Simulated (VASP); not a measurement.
# Nb (Im-3m) in VASP: a series of runs

Nb is run at these levels: PBE; tasks: single point.

Program: VASP 6.6.1. These are calculated values, not measurements. Logs are shortened: lines on timing, memory, paths and dates and some standing lists are left out, and cuts for length are marked.

## (1) The cell of the first run

The structure is cubic, space group Im-3m (No. 229). Conventional cell: a = 3.311 Å, b = 3.311 Å, c = 3.311 Å, α = 90.00°, β = 90.00°, γ = 90.00°. Within 3.8 Å of Nb (site symmetry m-3m) lie 14 Nb at 2.87 to 3.31 Å.

## (2) Single point, PBE

INCAR reads:

```
SYSTEM = Nb
  PREC = Accurate
  ENCUT = 520
  EDIFF = 1E-6
  ISMEAR = 0
  SIGMA = 0.05
  LREAL = .FALSE.
  LASPH = .TRUE.
  NELM = 80
  ALGO = Normal
  ISIF = 2
  LWAVE = .FALSE.
  LCHARG = .FALSE.
  GGA = PE
  NBANDS = 12
```

KPOINTS reads:

```
Automatic mesh
0
G
  14 14 14
  0 0 0
```

POSCAR reads:

```
Nb
1.0
   -1.6557315451      1.6557315451      1.6557315451
    1.6557315451     -1.6557315451      1.6557315451
    1.6557315451      1.6557315451     -1.6557315451
Nb
1
Direct
    0.0000000000      0.0000000000      0.0000000000
```

Potentials or basis: VASP PAW PBE potentials, release 64 (Nb_sv).

Launch:

```
$ cat potpaw_PBE.64/Nb_sv/POTCAR > POTCAR
$ mpirun -np 1 vasp_std > vasp.out
```

OUTCAR:

```text
SYSTEM = Nb
   PREC = Accurate
   ENCUT = 520
   EDIFF = 1E-6
   ISMEAR = 0
   LREAL = .FALSE.
   LASPH = .TRUE.
   NELM = 80
   ISIF = 2
   GGA = PE

 ion  position               nearest neighbor table
   1  0.000  0.000  0.000-

  LATTYP: Found a body centered cubic cell.
 ALAT       =     3.3114630902

  Lattice vectors:

 A1 = (  -1.6557315451,   1.6557315451,   1.6557315451)
 A2 = (   1.6557315451,  -1.6557315451,   1.6557315451)
 A3 = (   1.6557315451,   1.6557315451,  -1.6557315451)

Analysis of symmetry for initial positions (statically):
=====================================================================
 Subroutine PRICEL returns:
 Original cell was already a primitive cell.

 Routine SETGRP: Setting up the symmetry group for a
 body centered cubic supercell.

 Subroutine GETGRP returns: Found 48 space group operations
[... 9 lines left out ...]

 Routine SETGRP: Setting up the symmetry group for a
 body centered cubic supercell.

 Subroutine GETGRP returns: Found 48 space group operations
[... 11 lines left out ...]
                                     Primitive cell

  volume of cell :      18.1564

  direct lattice vectors                    reciprocal lattice vectors
    -1.655731545  1.655731545  1.655731545     0.000000000  0.301981321  0.301981321
     1.655731545 -1.655731545  1.655731545     0.301981321  0.000000000  0.301981321
     1.655731545  1.655731545 -1.655731545     0.301981321  0.301981321  0.000000000

  length of vectors
     2.867811160  2.867811160  2.867811160     0.427066080  0.427066080  0.427066080

  position of ions in fractional coordinates (direct lattice)
     0.000000000  0.000000000  0.000000000

  ion indices of the primitive-cell ions
   primitive index   ion index
                 1           1

----------------------------------------------------------------------------------------

 KPOINTS: Automatic mesh

Automatic generation of k-mesh.
 Grid dimensions read from file:
 generate k-points for:   14   14   14

 Generating k-lattice:

  Cartesian coordinates                     Fractional coordinates (reciprocal lattice)
     0.000000000  0.021570094  0.021570094     0.071428571  0.000000000  0.000000000
     0.021570094  0.000000000  0.021570094     0.000000000  0.071428571  0.000000000
     0.021570094  0.021570094  0.000000000     0.000000000  0.000000000  0.071428571

  Length of vectors
     0.030504720  0.030504720  0.030504720

  Shift w.r.t. Gamma in fractional coordinates (k-lattice)
     0.000000000  0.000000000  0.000000000

 Subroutine IBZKPT returns following result:
 ===========================================

 Found    104 irreducible k-points:

 Following reciprocal coordinates:
            Coordinates               Weight
  0.000000  0.000000  0.000000      1.000000
  0.071429  0.000000  0.000000     12.000000
  0.142857  0.000000  0.000000     12.000000
  0.214286  0.000000  0.000000     12.000000
  0.285714  0.000000  0.000000     12.000000
  0.357143  0.000000  0.000000     12.000000
[... 16 lines left out ...]
  0.285714  0.285714  0.000000     24.000000
  0.357143  0.285714  0.000000     24.000000
 [... further k-points ...]
   k-points           NKPTS =    104   k-points in BZ     NKDIM =    104   number of bands    NBANDS=     12
   number of dos      NEDOS =    301   number of ions     NIONS =      1
   total plane-waves  NPLWV =  13824
   dimension x,y,z NGX =    24 NGY =   24 NGZ =   24
   dimension x,y,z NGXF=    48 NGYF=   48 NGZF=   48
   ions per type =               1
   NGX,Y,Z   is equivalent  to a cutoff of  13.91, 13.91, 13.91 a.u.
   NGXF,Y,Z  is equivalent  to a cutoff of  27.83, 27.83, 27.83 a.u.
 SYSTEM =  Nb
   PREC   = accura    normal or accurate (medium, high low for compatibility)
   ISTART =      0    job   : 0-new  1-cont  2-samecut
   ICHARG =      2    charge: 1-file 2-atom 10-const
   ISPIN  =      1    spin polarized calculation?
   LNONCOLLINEAR =      F non collinear calculations
   LSORBIT =      F    spin-orbit coupling
   LASPH  =      T    aspherical Exc in radial PAW
   ENCUT  =  520.0 eV  38.22 Ry    6.18 a.u.   5.33  5.33  5.33*2*pi/ulx,y,z
   NELM   =     80;   NELMIN=  2; NELMDL= -5     # of ELM steps
   EDIFF  = 0.1E-05   stopping-criterion for ELM
   LREAL  =      F    real-space projection
   EDIFFG = 0.1E-04   stopping-criterion for IOM
   NSW    =      0    number of steps for IOM
   IBRION =     -1    ionic relax: 0-MD 1-quasi-New 2-CG
   NFREE  =      0    steps in history (QN), initial steepest desc. (CG)
   ISIF   =      2    stress and relaxation
   ISYM   =      2    0-nonsym 1-usesym 2-fastsym
   POTIM  = 0.5000    time-step for ionic-motion
   TEBEG  =    0.0;   TEEND  =   0.0 temperature during run
   PSTRESS=    0.0 pullay stress
   NELECT =      13.0000    total number of electrons
   NUPDOWN=      -1.0000    fix difference up-down
   EMIN   =  10.00;   EMAX   =-10.00  energy-range for DOS
   EFERMI =   0.00;   METHOD = LEGACY
   ISMEAR =     0;   SIGMA  =   0.05  broadening in eV -4-tet -1-fermi 0-gaus
   EFERMI_NEDOS =   21; number of points for ismear=-14 and -15
   IALGO  =     38    algorithm
   IMIX   =      4    mixing-type and parameters
     AMIX     =   0.40;   BMIX     =  1.00
     AMIX_MAG =   1.60;   BMIX_MAG =  1.00
  volume/ion in A,a.u.               =      18.16       122.53
  Fermi-wavevector in a.u.,A,eV,Ry     =   1.464579  2.767652 29.184369  2.144991
  Thomas-Fermi vector in A             =   2.580538
   LORBIT       =      0    0 simple, 1 ext, 2 COOP (PROOUT), +10 PAW based schemes
   GGA     = PE    functional components
   LHFCALC =     F    Hartree Fock is set to
   AEXX    =    0.0000 exact exchange contribution
   IVDW    =     0    specifies the selected vdW correction
   LEPSILON=     F    determine dielectric tensor
   LRPA    =     F    only Hartree local field effects (RPA)
 non-spin polarized calculation
 Gauss-broadening in eV      SIGMA  =   0.05
  energy-cutoff  :      520.00
  volume of cell :       18.16
 maximum number of plane-waves:       498
 NGX is ok and might be reduce to    24
   NGX = 11   NGY = 11   NGZ = 11

 number of electron      13.0000000 magnetization

 Free energy of the ion-electron system (eV)
  ---------------------------------------------------
  ext. energy  EPLUGINS =         0.00000000
  ---------------------------------------------------
  free energy    TOTEN  =       -10.21268931 eV

  energy without entropy =      -10.21055039  energy(sigma->0) =      -10.21161985

 E-fermi :  11.0783     XC(G=0): -12.4598

 val. band max:       11.0768968285   @ k =   0.5000   0.5000   0.1429
 cond. band min:      11.1014063136   @ k =  -0.2857   0.4286   0.1429
 fundamental gap:      0.0245094851
 Fermi energy:        11.0782958139

 k-point     1 :       0.0000    0.0000    0.0000
  band No.  band energies     occupation
      1     -43.3167      2.00000
      2     -18.6304      2.00000
      3     -18.6304      2.00000
      4     -18.6304      2.00000
      5       5.1364      2.00000
      6      11.4332      0.00000
      7      11.4332      0.00000
      8      11.4332      0.00000
      9      14.3165      0.00000
     10      14.3165      0.00000
     11      25.2656      0.00000
     12      25.2656      0.00000

 k-point     2 :       0.0714    0.0000    0.0000
  band No.  band energies     occupation
      1     -43.3052      2.00000
      2     -18.7010      2.00000
      3     -18.6519      2.00000
      4     -18.6310      2.00000
      5       5.3446      2.00000
      6      11.3055      0.00000
      7      11.4014      0.00000
      8      11.6323      0.00000
      9      14.1245      0.00000
     10      14.3171      0.00000
     11      25.4339      0.00000
     12      25.6299      0.00000

 k-point     3 :       0.1429    0.0000    0.0000
  band No.  band energies     occupation
      1     -43.2728      2.00000
      2     -18.8954      2.00000
      3     -18.7115      2.00000
      4     -18.6326      2.00000
      5       5.9229      2.00000
      6      10.9699      1.99783
      7      11.2550      0.00000
      8      12.2175      0.00000
      9      13.8019      0.00000
     10      14.3355      0.00000
     11      25.7729      0.00000
     12      26.6541      0.00000

 k-point     4 :       0.2143    0.0000    0.0000
  band No.  band energies     occupation
      1     -43.2256      2.00000
      2     -19.1686      2.00000
      3     -18.7966      2.00000
      4     -18.6350      2.00000
      5       6.7056      2.00000
      6      10.5322      2.00000
      7      11.0121      1.93895
      8      13.1499      0.00000
      9      13.7281      0.00000
     10      14.4051      0.00000
     11      25.7215      0.00000
     12      27.2161      0.00000

 k-point     5 :       0.2857    0.0000    0.0000
  band No.  band energies     occupation
      1     -43.1728      2.00000
      2     -19.4619      2.00000
      3     -18.8894      2.00000
      4     -18.6377      2.00000
      5       7.3425      2.00000
      6      10.0970      2.00000
      7      11.0594      1.40659
      8      13.9293      0.00000
      9      14.3542      0.00000
     10      14.5475      0.00000
     11      24.8939      0.00000
     12      26.3185      0.00000
[... 228 lines left out ...]
      1     -43.0794      2.00000
      2     -19.7301      2.00000
      3     -19.1765      2.00000
      4     -18.7652      2.00000
      5       8.5314      2.00000
      6       9.6999      2.00000
      7      10.8489      2.00000
      8      13.9859      0.00000
      9      15.1271      0.00000
     10      18.2988      0.00000
     11      22.9717      0.00000
     12      24.8537      0.00000

 k-point    22 :       0.3571    0.2143    0.0000
  band No.  band energies     occupation
      1     -43.0611      2.00000
      2     -19.7676      2.00000
      3     -19.2620      2.00000
      4     -18.7728      2.00000
      5       8.4704      2.00000
      6       9.6879      2.00000
      7      11.1741      0.00675
      8      14.2041      0.00000
      9      15.2490      0.00000
     10      19.5080      0.00000
     11      21.9089      0.00000
     12      23.9498      0.00000

 k-point    23 :       0.2857    0.2857    0.0000
  band No.  band energies     occupation
      1     -43.0584      2.00000
      2     -19.6949      2.00000
      3     -19.3434      2.00000
      4     -18.7883      2.00000
      5       8.8000      2.00000
      6       9.7763      2.00000
      7      10.6933      2.00000
      8      14.3010      0.00000
      9      15.0739      0.00000
     10      19.9638      0.00000
     11      21.8175      0.00000
     12      23.8035      0.00000

 k-point    24 :       0.3571    0.2857    0.0000
  band No.  band energies     occupation
      1     -43.0510      2.00000
      2     -19.6450      2.00000
      3     -19.4420      2.00000
      4     -18.7952      2.00000
      5       8.8512      2.00000
      6       9.9253      2.00000
      7      10.5557      2.00000
      8      14.5287      0.00000
      9      15.0057      0.00000
     10      21.0874      0.00000
     11      21.2236      0.00000
     12      22.9014      0.00000

 [... further k-points ...]
[... 5 lines left out ...]
  --------------------------------------------------------------------------------------
  -------------------------------------------------------------------------------------
  Total       -0.0332312     -0.0332312     -0.0332312      0.0000000      0.0000000      0.0000000
  in kB       -2.9324259     -2.9324259     -2.9324259      0.0000000      0.0000000      0.0000000
  external PRESSURE =      -2.9324259 kB  Pullay stress =       0.0000000 kB

 VOLUME and BASIS-vectors are now :
 -----------------------------------------------------------------------------
  energy-cutoff  :      520.00
  volume of cell :       18.16
      direct lattice vectors                 reciprocal lattice vectors
    -1.655731545  1.655731545  1.655731545     0.000000000  0.301981321  0.301981321
     1.655731545 -1.655731545  1.655731545     0.301981321  0.000000000  0.301981321
     1.655731545  1.655731545 -1.655731545     0.301981321  0.301981321  0.000000000

 POSITION                                       TOTAL-FORCE (eV/Angst)
 -----------------------------------------------------------------------------------
      0.00000      0.00000      0.00000         0.000000     -0.000000      0.000000
 -----------------------------------------------------------------------------------
    total drift:                               -0.000000     -0.000000      0.000000

  FREE ENERGIE OF THE ION-ELECTRON SYSTEM (eV)
  ---------------------------------------------------
  free  energy   TOTEN  =       -10.2126893090 eV

  energy  without entropy=      -10.2105503945  energy(sigma->0) =      -10.21161985
```

Wall time 32 s (1 thread of AMD EPYC 7R13 (Zen 3), shared host); peak memory 0.12 GiB.

What came out:

```
Free energy : -10.2127 eV
Pressure    : -0.3 GPa
```

## (3) Single point, PBE

INCAR reads:

```
PREC = Accurate ; ENCUT = 520
EDIFF = 1E-6 ; ISMEAR = 0
SIGMA = 0.05 ; LREAL = False
LASPH = True ; NELM = 60
ALGO = Fast ; ISIF = 2
LWAVE = False ; LCHARG = True
GGA = PE ; LELF = True
LVHAR = True ; NBANDS = 12
```

KPOINTS reads:

```
regular mesh
0
Gamma
  28 28 28
```

POSCAR is that of step 2.

Potentials or basis: VASP PAW PBE potentials, release 64 (Nb_sv).

Launch:

```
$ cat potpaw_PBE.64/Nb_sv/POTCAR > POTCAR
$ mpirun -np 1 vasp_std > vasp.out
```

OUTCAR:

```text
PREC = Accurate
   ENCUT = 520
   EDIFF = 1E-6
   ISMEAR = 0
   LREAL = False
   LASPH = True
   NELM = 60
   ISIF = 2
   GGA = PE

 ion  position               nearest neighbor table
   1  0.000  0.000  0.000-

  LATTYP: Found a body centered cubic cell.
 ALAT       =     3.3114630902

  Lattice vectors:

 A1 = (  -1.6557315451,   1.6557315451,   1.6557315451)
 A2 = (   1.6557315451,  -1.6557315451,   1.6557315451)
 A3 = (   1.6557315451,   1.6557315451,  -1.6557315451)

Analysis of symmetry for initial positions (statically):
=====================================================================
 Subroutine PRICEL returns:
 Original cell was already a primitive cell.

 Routine SETGRP: Setting up the symmetry group for a
 body centered cubic supercell.

 Subroutine GETGRP returns: Found 48 space group operations
[... 9 lines left out ...]

 Routine SETGRP: Setting up the symmetry group for a
 body centered cubic supercell.

 Subroutine GETGRP returns: Found 48 space group operations
[... 11 lines left out ...]
                                     Primitive cell

  volume of cell :      18.1564

  direct lattice vectors                    reciprocal lattice vectors
    -1.655731545  1.655731545  1.655731545     0.000000000  0.301981321  0.301981321
     1.655731545 -1.655731545  1.655731545     0.301981321  0.000000000  0.301981321
     1.655731545  1.655731545 -1.655731545     0.301981321  0.301981321  0.000000000

  length of vectors
     2.867811160  2.867811160  2.867811160     0.427066080  0.427066080  0.427066080

  position of ions in fractional coordinates (direct lattice)
     0.000000000  0.000000000  0.000000000

  ion indices of the primitive-cell ions
   primitive index   ion index
                 1           1

----------------------------------------------------------------------------------------

 KPOINTS: regular mesh

Automatic generation of k-mesh.
[... 86 lines left out ...]
     AMIX_MAG =   1.60;   BMIX_MAG =  1.00
  volume/ion in A,a.u.               =      18.16       122.53
  Fermi-wavevector in a.u.,A,eV,Ry     =   1.464579  2.767652 29.184369  2.144991
  Thomas-Fermi vector in A             =   2.580538
   LORBIT       =      0    0 simple, 1 ext, 2 COOP (PROOUT), +10 PAW based schemes
   GGA     = PE    functional components
   LHFCALC =     F    Hartree Fock is set to
   AEXX    =    0.0000 exact exchange contribution
   IVDW    =     0    specifies the selected vdW correction
   LEPSILON=     F    determine dielectric tensor
   LRPA    =     F    only Hartree local field effects (RPA)
 non-spin polarized calculation
 RMM-DIIS sequential band-by-band and
 Gauss-broadening in eV      SIGMA  =   0.05
  energy-cutoff  :      520.00
  volume of cell :       18.16
 maximum number of plane-waves:       499
 NGX is ok and might be reduce to    24
   NGX = 11   NGY = 11   NGZ = 11

 number of electron      13.0000000 magnetization

 Free energy of the ion-electron system (eV)
  ---------------------------------------------------
  ext. energy  EPLUGINS =         0.00000000
  ---------------------------------------------------
  free energy    TOTEN  =       -10.21691291 eV

  energy without entropy =      -10.21483864  energy(sigma->0) =      -10.21587577

 E-fermi :  11.0590     XC(G=0): -12.4589

 val. band max:       11.0553549743   @ k =   0.3214   0.1786   0.1429
 cond. band min:      11.0611618848   @ k =  -0.3571  -0.4643   0.0357
 fundamental gap:      0.0058069104
 Fermi energy:        11.0589996470

 k-point     1 :       0.0000    0.0000    0.0000
  band No.  band energies     occupation
      1     -43.3113      2.00000
      2     -18.6253      2.00000
      3     -18.6253      2.00000
      4     -18.6253      2.00000
      5       5.1368      2.00000
      6      11.4364      0.00000
      7      11.4364      0.00000
      8      11.4364      0.00000
      9      14.3195      0.00000
     10      14.3195      0.00000
     11      25.2655      0.00000
     12      25.2656      0.00000
[... 331 lines left out ...]
 k-point    24 :       0.3214    0.0357    0.0000
  band No.  band energies     occupation
      1     -43.1291      2.00000
      2     -19.6548      2.00000
      3     -18.9508      2.00000
      4     -18.6414      2.00000
      5       7.5542      2.00000
      6       9.8280      2.00000
      7      11.4650      0.00000
      8      14.1035      0.00000
      9      14.7440      0.00000
     10      15.4297      0.00000
     11      24.1054      0.00000
     12      25.2026      0.00000

 [... further k-points ...]
[... 5 lines left out ...]
  --------------------------------------------------------------------------------------
  -------------------------------------------------------------------------------------
  Total       -0.0671964     -0.0671964     -0.0671964      0.0000000      0.0000000      0.0000000
  in kB       -5.9296197     -5.9296197     -5.9296197      0.0000000      0.0000000      0.0000000
  external PRESSURE =      -5.9296197 kB  Pullay stress =       0.0000000 kB

 VOLUME and BASIS-vectors are now :
 -----------------------------------------------------------------------------
  energy-cutoff  :      520.00
  volume of cell :       18.16
      direct lattice vectors                 reciprocal lattice vectors
    -1.655731545  1.655731545  1.655731545     0.000000000  0.301981321  0.301981321
     1.655731545 -1.655731545  1.655731545     0.301981321  0.000000000  0.301981321
     1.655731545  1.655731545 -1.655731545     0.301981321  0.301981321  0.000000000

 POSITION                                       TOTAL-FORCE (eV/Angst)
 -----------------------------------------------------------------------------------
      0.00000      0.00000      0.00000         0.000000      0.000000      0.000000
 -----------------------------------------------------------------------------------
    total drift:                               -0.000000      0.000000      0.000000

  FREE ENERGIE OF THE ION-ELECTRON SYSTEM (eV)
  ---------------------------------------------------
  free  energy   TOTEN  =       -10.2169129067 eV

  energy  without entropy=      -10.2148386399  energy(sigma->0) =      -10.21587577
```

stdout:

```text
POSCAR found type information on POSCAR Nb
 POSCAR found :  1 types and       1 ions
 scaLAPACK will be used
 LDA part: xc-table for (Slater+PW92), standard interpolation
 POSCAR, INCAR and KPOINTS ok, starting setup
 FFT: planning ... GRIDC
 FFT: planning ... GRID_SOFT
 FFT: planning ... GRID
 WAVECAR not read
 entering main loop
WARNING in EDDRMM: call to ZHEGV failed, returncode =   8  4     12
WARNING in EDDRMM: call to ZHEGV failed, returncode =   6  3      9
WARNING in EDDRMM: call to ZHEGV failed, returncode =   8  4      9
WARNING in EDDRMM: call to ZHEGV failed, returncode =   6  3     11
WARNING in EDDRMM: call to ZHEGV failed, returncode =   6  3     11
```

Run time: 4.8 min. Hardware: 1 thread of AMD EPYC 7R13 (Zen 3), shared host; peak memory 0.21 GiB.

Results:

| Quantity | Value |
| --- | --- |
| Free energy | -10.2169 eV |
| Pressure | -0.6 GPa |

Levels at points of the mesh, in eV from the Fermi level:
| k point | band 4 | band 5 | band 6 | band 7 | band 8 | band 9 |
| --- | --- | --- | --- | --- | --- | --- |
| (0.00, 0.00, 0.00) | -29.68 | -5.92 | 0.38 | 0.38 | 0.38 | 3.26 |
| (0.50, 0.00, 0.00) | -29.70 | -3.68 | -1.63 | 2.25 | 3.29 | 3.96 |
| (0.50, 0.50, 0.50) | -30.59 | -3.67 | -3.67 | 5.56 | 5.56 | 5.56 |
